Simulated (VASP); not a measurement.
# Si (a cell with a defect) in VASP: a series of runs

Si (a cell with a defect) is run at these levels: PBEsol; tasks: single point.

All numbers are computed with VASP 6.6.1; they aren't measurements. Logs are shortened: lines on timing, memory, paths and dates and some standing lists are left out, and cuts for length are marked.

### 1 The cell of the first run

The cell holds a defect, 17 atoms: a = 7.679 Å, b = 7.679 Å, c = 7.679 Å, α = 60.00°, β = 60.00°, γ = 60.00°.

### 2 Single point, PBEsol

Input file INCAR:

```
SYSTEM = Si
ALGO = Normal
EDIFF = 1E-7
ENCUT = 520
GGA = PS
ISIF = 2
ISMEAR = 0
LASPH = .True.
LCHARG = .False.
LREAL = Auto
LWAVE = .False.
NBANDS = 48
NELM = 100
PREC = Accurate
SIGMA = 0.02
```

Input file KPOINTS:

```
k-points
0
Gamma
  2 2 2
  0 0 0
```

Input file POSCAR:

```
Si
1.0
    0.0000000000      5.4300000000      5.4300000000
    5.4300000000      0.0000000000      5.4300000000
    5.4300000000      5.4300000000      0.0000000000
Si
17
Direct
    0.0018802011      0.0018808658      0.0018936449
    0.1250356458      0.1256066149      0.1237313542
    0.0025482227      0.0025460454      0.4923596155
    0.1281031441      0.1280320899      0.6216393567
    0.0018875557      0.4943240223      0.0019006395
    0.1279652651      0.6219567246      0.1281144701
   -0.0012471629      0.5004261662      0.5003944492
    0.1281050190      0.6222214511      0.6216421333
    0.4937262310      0.0020861309      0.0021020505
    0.6218699619      0.1279271838      0.1281460397
    0.5004664660     -0.0013783050      0.5004341569
    0.6221107763      0.1280895538      0.6217127169
    0.5003159983      0.5003166933     -0.0009494276
    0.6218735012      0.6220536419      0.1281471587
    0.5004682337      0.5004791347      0.5004354809
    0.6249943095      0.6248888473      0.6252315281
    0.8750592316      0.8756267392      0.8736682326
```

Potentials or basis: VASP PAW PBE potentials, release 64 (Si).

Run with:

```sh
cat potpaw_PBE.64/Si/POTCAR > POTCAR
mpirun -np 1 vasp_std > vasp.out
```

OUTCAR:

```text
SYSTEM = Si
   EDIFF = 1E-7
   ENCUT = 520
   GGA = PS
   ISIF = 2
   ISMEAR = 0
   LASPH = .True.
   LREAL = Auto
   NELM = 100
   PREC = Accurate

 ion  position               nearest neighbor table
   1  0.002  0.002  0.002-   2 2.31   6 2.38  10 2.38   4 2.38  17 2.39
   2  0.125  0.126  0.124-   3 2.31   9 2.31   5 2.31   1 2.31
   3  0.003  0.003  0.492-   2 2.31   4 2.38   8 2.38  12 2.39  17 2.39
   4  0.128  0.128  0.622-  11 2.33   7 2.34   1 2.38   3 2.38  17 2.74
   5  0.002  0.494  0.002-   2 2.31   6 2.38  14 2.38   8 2.38  17 2.39
   6  0.128  0.622  0.128-   7 2.33  13 2.33   1 2.38   5 2.38  17 2.75
   7  0.999  0.500  0.500-   6 2.33   4 2.34   8 2.34  16 2.34
   8  0.128  0.622  0.622-  15 2.33   7 2.34   5 2.38   3 2.38  17 2.74
   9  0.494  0.002  0.002-   2 2.31  10 2.38  14 2.38  12 2.39  17 2.39
  10  0.622  0.128  0.128-  11 2.33  13 2.34   1 2.38   9 2.38  17 2.75
  11  0.500  0.999  0.500-  10 2.33   4 2.33  12 2.34  16 2.34
  12  0.622  0.128  0.622-  15 2.34  11 2.34   9 2.39   3 2.39  17 2.74
  13  0.500  0.500  0.999-   6 2.33  10 2.34  14 2.34  16 2.34
  14  0.622  0.622  0.128-  15 2.33  13 2.34   5 2.38   9 2.38  17 2.75
  15  0.500  0.500  0.500-  14 2.33   8 2.33  12 2.34  16 2.34
  16  0.625  0.625  0.625-  15 2.34  11 2.34   7 2.34  13 2.34
  17  0.875  0.876  0.874-   1 2.39   5 2.39   3 2.39   9 2.39  12 2.74   8 2.74   4 2.74  14 2.75
                            10 2.75   6 2.75

  LATTYP: Found a face centered cubic cell.
 ALAT       =    10.8600000000

  Lattice vectors:

 A1 = (   0.0000000000,   5.4300000000,   5.4300000000)
 A2 = (   5.4300000000,   0.0000000000,   5.4300000000)
 A3 = (   5.4300000000,   5.4300000000,   0.0000000000)

Analysis of symmetry for initial positions (statically):
=====================================================================
 Subroutine PRICEL returns:
 Original cell was already a primitive cell.

 Routine SETGRP: Setting up the symmetry group for a
 face centered cubic supercell.

 Subroutine GETGRP returns: Found  1 space group operations
 (whereof  1 operations were pure point group operations)
 out of a pool of 48 trial point group operations.

The static configuration has the point symmetry C_1 .

Analysis of symmetry for dynamics (positions and initial velocities):
=====================================================================
 Subroutine PRICEL returns:
 Original cell was already a primitive cell.

 Routine SETGRP: Setting up the symmetry group for a
 face centered cubic supercell.

 Subroutine GETGRP returns: Found  1 space group operations
 (whereof  1 operations were pure point group operations)
 out of a pool of 48 trial point group operations.

The dynamic configuration has the point symmetry C_1 .

 Subroutine INISYM returns: Found  1 space group operations
 (whereof  1 operations are pure point group operations),
 and found     1 'primitive' translations

----------------------------------------------------------------------------------------

                                     Primitive cell

  volume of cell :     320.2060

  direct lattice vectors                    reciprocal lattice vectors
     0.000000000  5.430000000  5.430000000    -0.092081031  0.092081031  0.092081031
     5.430000000  0.000000000  5.430000000     0.092081031 -0.092081031  0.092081031
     5.430000000  5.430000000  0.000000000     0.092081031  0.092081031 -0.092081031

  length of vectors
     7.679179644  7.679179644  7.679179644     0.159489025  0.159489025  0.159489025

  position of ions in fractional coordinates (direct lattice)
     0.001880201  0.001880866  0.001893645
     0.125035646  0.125606615  0.123731354
     0.002548223  0.002546045  0.492359615
     0.128103144  0.128032090  0.621639357
     0.001887556  0.494324022  0.001900640
     0.127965265  0.621956725  0.128114470
[... 9 lines left out ...]
     0.624994310  0.624888847  0.625231528
     0.875059232  0.875626739  0.873668233

  ion indices of the primitive-cell ions
   primitive index   ion index
                 1           1
                 2           2
                 3           3
                 4           4
                 5           5
                 6           6
[... 9 lines left out ...]
                16          16
                17          17

----------------------------------------------------------------------------------------

 KPOINTS: k-points

Automatic generation of k-mesh.
 Grid dimensions read from file:
 generate k-points for:    2    2    2

 Generating k-lattice:

  Cartesian coordinates                     Fractional coordinates (reciprocal lattice)
    -0.046040516  0.046040516  0.046040516     0.500000000  0.000000000  0.000000000
     0.046040516 -0.046040516  0.046040516     0.000000000  0.500000000  0.000000000
     0.046040516  0.046040516 -0.046040516     0.000000000  0.000000000  0.500000000

  Length of vectors
     0.079744512  0.079744512  0.079744512

  Shift w.r.t. Gamma in fractional coordinates (k-lattice)
     0.000000000  0.000000000  0.000000000

 Subroutine IBZKPT returns following result:
 ===========================================

 Found      8 irreducible k-points:

 Following reciprocal coordinates:
            Coordinates               Weight
  0.000000  0.000000  0.000000      1.000000
  0.500000  0.000000  0.000000      1.000000
  0.000000  0.500000  0.000000      1.000000
  0.000000  0.000000  0.500000      1.000000
  0.500000  0.500000  0.500000      1.000000
  0.500000  0.500000  0.000000      1.000000
  0.000000  0.500000  0.500000      1.000000
  0.500000  0.000000  0.500000      1.000000
   k-points           NKPTS =      8   k-points in BZ     NKDIM =      8   number of bands    NBANDS=     48
   number of dos      NEDOS =    301   number of ions     NIONS =     17
   total plane-waves  NPLWV = 216000
   dimension x,y,z NGX =    60 NGY =   60 NGZ =   60
   dimension x,y,z NGXF=   120 NGYF=  120 NGZF=  120
   ions per type =              17
   NGX,Y,Z   is equivalent  to a cutoff of  12.99, 12.99, 12.99 a.u.
   NGXF,Y,Z  is equivalent  to a cutoff of  25.98, 25.98, 25.98 a.u.
 SYSTEM =  Si
   PREC   = accura    normal or accurate (medium, high low for compatibility)
   ISTART =      0    job   : 0-new  1-cont  2-samecut
   ICHARG =      2    charge: 1-file 2-atom 10-const
   ISPIN  =      1    spin polarized calculation?
   LNONCOLLINEAR =      F non collinear calculations
   LSORBIT =      F    spin-orbit coupling
   LASPH  =      T    aspherical Exc in radial PAW
   ENCUT  =  520.0 eV  38.22 Ry    6.18 a.u.  14.28 14.28 14.28*2*pi/ulx,y,z
   NELM   =    100;   NELMIN=  2; NELMDL= -5     # of ELM steps
   EDIFF  = 0.1E-06   stopping-criterion for ELM
   LREAL  =      T    real-space projection
   EDIFFG = 0.1E-05   stopping-criterion for IOM
   NSW    =      0    number of steps for IOM
   IBRION =     -1    ionic relax: 0-MD 1-quasi-New 2-CG
   NFREE  =      0    steps in history (QN), initial steepest desc. (CG)
   ISIF   =      2    stress and relaxation
   ISYM   =      2    0-nonsym 1-usesym 2-fastsym
   POTIM  = 0.5000    time-step for ionic-motion
   TEBEG  =    0.0;   TEEND  =   0.0 temperature during run
   PSTRESS=    0.0 pullay stress
   NELECT =      68.0000    total number of electrons
   NUPDOWN=      -1.0000    fix difference up-down
   EMIN   =  10.00;   EMAX   =-10.00  energy-range for DOS
   EFERMI =   0.00;   METHOD = LEGACY
   ISMEAR =     0;   SIGMA  =   0.02  broadening in eV -4-tet -1-fermi 0-gaus
   EFERMI_NEDOS =   21; number of points for ismear=-14 and -15
   IALGO  =     38    algorithm
   IMIX   =      4    mixing-type and parameters
     AMIX     =   0.40;   BMIX     =  1.00
     AMIX_MAG =   1.60;   BMIX_MAG =  1.00
  volume/ion in A,a.u.               =      18.84       127.11
  Fermi-wavevector in a.u.,A,eV,Ry     =   0.976715  1.845724 12.979587  0.953973
  Thomas-Fermi vector in A             =   2.107356
   LORBIT       =      0    0 simple, 1 ext, 2 COOP (PROOUT), +10 PAW based schemes
   GGA     = PS    functional components
   LHFCALC =     F    Hartree Fock is set to
   AEXX    =    0.0000 exact exchange contribution
   IVDW    =     0    specifies the selected vdW correction
   LEPSILON=     F    determine dielectric tensor
   LRPA    =     F    only Hartree local field effects (RPA)
 non-spin polarized calculation
 Gauss-broadening in eV      SIGMA  =   0.02
  energy-cutoff  :      520.00
  volume of cell :      320.21
 maximum number of plane-waves:      8646
 NGX is ok and might be reduce to    60
   NGX = 29   NGY = 29   NGZ = 29

 number of electron      68.0000001 magnetization

 Free energy of the ion-electron system (eV)
  ---------------------------------------------------
  ext. energy  EPLUGINS =         0.00000000
  ---------------------------------------------------
  free energy    TOTEN  =       -93.92157634 eV

  energy without entropy =      -93.91763583  energy(sigma->0) =      -93.91960608

 E-fermi :   6.8057     XC(G=0):  -9.8056

 val. band max:        6.5682325878   @ k =   0.0000   0.0000   0.0000
 cond. band min:       6.8119534699   @ k =   0.0000   0.5000   0.5000
 fundamental gap:      0.2437208821
 Fermi energy:         6.8057458710

 k-point     1 :       0.0000    0.0000    0.0000
  band No.  band energies     occupation
      1      -6.3869      2.00000
      2      -3.8268      2.00000
      3      -3.6835      2.00000
      4      -3.6822      2.00000
      5      -3.6820      2.00000
      6      -2.8689      2.00000
[... 38 lines left out ...]
     45       8.0237      0.00000
     46       8.9726      0.00000

 k-point     2 :       0.5000    0.0000    0.0000
  band No.  band energies     occupation
      1      -5.9850      2.00000
      2      -5.0178      2.00000
      3      -3.6278      2.00000
      4      -3.4879      2.00000
      5      -3.4851      2.00000
      6      -3.0047      2.00000
[... 286 lines left out ...]
 k-point     8 :       0.5000    0.0000    0.5000
  band No.  band energies     occupation
      1      -5.8517      2.00000
      2      -4.7872      2.00000
      3      -4.0468      2.00000
      4      -3.9383      2.00000
      5      -3.9375      2.00000
      6      -3.6815      2.00000
[... 38 lines left out ...]
     45      10.0342      0.00000
     46      10.0408      0.00000
 [bands above 46 left out]

------------------------ aborting loop because EDIFF is reached ----------------------------------------

  FORCE on cell =-STRESS in cart. coord.  units (eV):
  Direction    XX          YY          ZZ          XY          YZ          ZX
  --------------------------------------------------------------------------------------
  -------------------------------------------------------------------------------------
  Total        7.0199601      7.0199491      7.0199677     -0.0013066      0.0014628      0.0035511
  in kB       35.1249524     35.1248971     35.1249902     -0.0065377      0.0073192      0.0177683
  external PRESSURE =      35.1249466 kB  Pullay stress =       0.0000000 kB

 VOLUME and BASIS-vectors are now :
 -----------------------------------------------------------------------------
  energy-cutoff  :      520.00
  volume of cell :      320.21
      direct lattice vectors                 reciprocal lattice vectors
     0.000000000  5.430000000  5.430000000    -0.092081031  0.092081031  0.092081031
     5.430000000  0.000000000  5.430000000     0.092081031 -0.092081031  0.092081031
     5.430000000  5.430000000  0.000000000     0.092081031  0.092081031 -0.092081031

 POSITION                                       TOTAL-FORCE (eV/Angst)
 -----------------------------------------------------------------------------------
      0.02050      0.02049      0.02042         0.006560      0.003888      0.015105
      1.35391      1.35080      1.36099         0.001239      0.002296     -0.001217
      2.68734      2.68735      0.02766         0.008605      0.004736     -0.008756
      4.07072      4.07110      1.39081         0.001750     -0.000380     -0.013323
      2.69450      0.02057      2.69443        -0.014888      0.003507     -0.006327
      4.07289      1.39051      4.07208        -0.002606     -0.015765      0.002663
[... 9 lines left out ...]
      6.78815      6.78873      6.78687        -0.000013      0.000211      0.000013
      9.49867      9.49559      9.50622         0.000877     -0.000255     -0.000936
 -----------------------------------------------------------------------------------
    total drift:                                0.005961      0.007533     -0.005650

  FREE ENERGIE OF THE ION-ELECTRON SYSTEM (eV)
  ---------------------------------------------------
  free  energy   TOTEN  =       -93.9215763383 eV

  energy  without entropy=      -93.9176358272  energy(sigma->0) =      -93.91960608
```

It took 1.8 min on 1 thread of Intel Xeon 6975P-C (Granite Rapids), shared host; peak memory 0.47 GiB.

What came out:

| Quantity | Value |
| --- | --- |
| Free energy | -93.9216 eV |
| Pressure | 3.5 GPa |
| Largest force | 0.019 eV/Å |
| Band gap on the k mesh | zero (bands 34 and 35 overlap by 0.25 eV) |

Forces on the atoms (eV/Å):
```
Si   0.007  0.004  0.015
Si   0.001  0.002 -0.001
Si   0.009  0.005 -0.009
Si   0.002  0.000 -0.013
Si  -0.015  0.004 -0.006
Si  -0.003 -0.016  0.003
Si   0.011 -0.005 -0.011
Si   0.013  0.000 -0.002
Si   0.000 -0.012  0.000
Si  -0.014 -0.003  0.003
Si  -0.005  0.011 -0.009
Si   0.000  0.014  0.000
Si  -0.012 -0.010  0.012
Si  -0.003 -0.003  0.014
Si   0.009  0.011  0.005
Si   0.000  0.000  0.000
Si   0.001  0.000 -0.001
```

Levels at points of the mesh, in eV from the Fermi level:
```
           k point  band 31  band 32  band 33  band 34  band 35  band 36  band 37  band 38
(0.00, 0.00, 0.00)    -0.78    -0.77    -0.77    -0.25    -0.24    -0.24     0.04     0.04
(0.50, 0.00, 0.00)    -1.52    -1.37    -1.36    -0.34     0.51     0.52     0.87     0.87
(0.00, 0.50, 0.00)    -1.52    -1.37    -1.36    -0.34     0.51     0.52     0.87     0.87
(0.00, 0.00, 0.50)    -1.52    -1.37    -1.37    -0.34     0.51     0.52     0.86     0.86
(0.50, 0.50, 0.50)    -1.52    -1.37    -1.36    -0.34     0.51     0.52     0.87     0.87
(0.50, 0.50, 0.00)    -1.96    -1.83    -0.97     0.01     0.71     1.03     1.03     1.13
(0.00, 0.50, 0.50)    -1.96    -1.83    -0.97     0.01     0.71     1.03     1.03     1.13
(0.50, 0.00, 0.50)    -1.96    -1.83    -0.97     0.01     0.71     1.03     1.04     1.13
```

Caveat: the k points lie up to 0.50 Å⁻¹ apart; the PAW data sets were made with another functional, which shifts forces and pressure a little.

### 3 Single point, PBEsol

Input file INCAR:

```
PREC = Accurate
ENCUT = 520
EDIFF = 1E-7
ISMEAR = 0
SIGMA = 0.02
LREAL = Auto
LASPH = True
NELM = 100
ALGO = Normal
ISIF = 2
LWAVE = False
LCHARG = True
GGA = PS
LELF = True
LVHAR = True
NBANDS = 48
```

Input file KPOINTS:

```
Automatic mesh
0
Gamma
  2 2 2
```

Input file POSCAR:

```
Si
1.0
    0.0000000000      5.4300000000      5.4300000000
    5.4300000000      0.0000000000      5.4300000000
    5.4300000000      5.4300000000      0.0000000000
Si
17
Direct
    0.0000069552      0.0001142657      0.0000409494
    0.1246841626      0.1246488041      0.1246735008
    0.0031533950      0.0028526474      0.4970369152
    0.1245608167      0.1244717969      0.6262740945
    0.0030518462      0.4970552370      0.0029538586
    0.1244987504      0.6263719701      0.1244651315
    0.0028775221      0.4968812362      0.4968429768
    0.1312389796      0.6228231819      0.6228650086
    0.4970251101      0.0029056688      0.0031081885
    0.6262280972      0.1245061956      0.1245615920
    0.4969274878      0.0026519298      0.4969440109
    0.6231209590      0.1305206600      0.6231051790
    0.4968637713      0.4969184959      0.0027991782
    0.6229609937      0.6229037476      0.1310072563
    0.4999342767      0.4992374177      0.4997094369
    0.6225674890      0.6224452050      0.6225256821
    0.7499139975      0.7492793201      0.7497057007
```

Potentials or basis: VASP PAW PBE potentials, release 64 (Si).

Run with:

```sh
cat potpaw_PBE.64/Si/POTCAR > POTCAR
mpirun -np 1 vasp_std > vasp.out
```

It took 1.7 min on 1 thread of Intel Xeon 6975P-C (Granite Rapids), shared host; peak memory 0.47 GiB.

It converged, with:

| Quantity | Value |
| --- | --- |
| Free energy | -93.9215 eV |
| Pressure | 3.5 GPa |
| Largest force | 0.019 eV/Å |
| Band gap on the k mesh | zero (bands 34 and 35 overlap by 0.25 eV) |

Forces on the atoms (eV/Å):
```
Si   0.001  0.000  0.001
Si  -0.009 -0.013 -0.010
Si  -0.003 -0.003 -0.016
Si   0.012  0.009 -0.002
Si  -0.004 -0.014 -0.004
Si   0.010 -0.002  0.008
Si   0.011  0.002  0.000
Si  -0.009  0.002  0.001
Si  -0.017 -0.003 -0.003
Si  -0.002  0.010  0.012
Si   0.001  0.012  0.002
Si   0.007 -0.013  0.007
Si   0.000  0.003  0.011
Si   0.002  0.004 -0.010
Si  -0.001 -0.001  0.000
Si   0.004  0.006  0.004
Si  -0.003  0.000 -0.002
```

Levels at points of the mesh, in eV from the Fermi level:
```tsv
k point	band 31	band 32	band 33	band 34	band 35	band 36	band 37	band 38
(0.00, 0.00, 0.00)	-0.78	-0.77	-0.77	-0.25	-0.24	-0.24	0.04	0.04
(0.50, 0.00, 0.00)	-1.52	-1.37	-1.36	-0.34	0.51	0.52	0.87	0.87
(0.00, 0.50, 0.00)	-1.52	-1.37	-1.36	-0.34	0.51	0.51	0.87	0.87
(0.00, 0.00, 0.50)	-1.52	-1.37	-1.36	-0.34	0.51	0.52	0.87	0.87
(0.50, 0.50, 0.50)	-1.52	-1.37	-1.37	-0.34	0.51	0.52	0.86	0.86
(0.50, 0.50, 0.00)	-1.96	-1.83	-0.97	0.01	0.71	1.03	1.03	1.13
(0.00, 0.50, 0.50)	-1.96	-1.83	-0.97	0.01	0.71	1.03	1.04	1.13
(0.50, 0.00, 0.50)	-1.96	-1.83	-0.97	0.01	0.71	1.03	1.03	1.13
```

Caveat: the k points lie up to 0.50 Å⁻¹ apart; the PAW data sets were made with another functional, which shifts forces and pressure a little.

[end of part 1 of 2]

The gap in the log of VASP goes by the Fermi energy; the results here count the filled bands.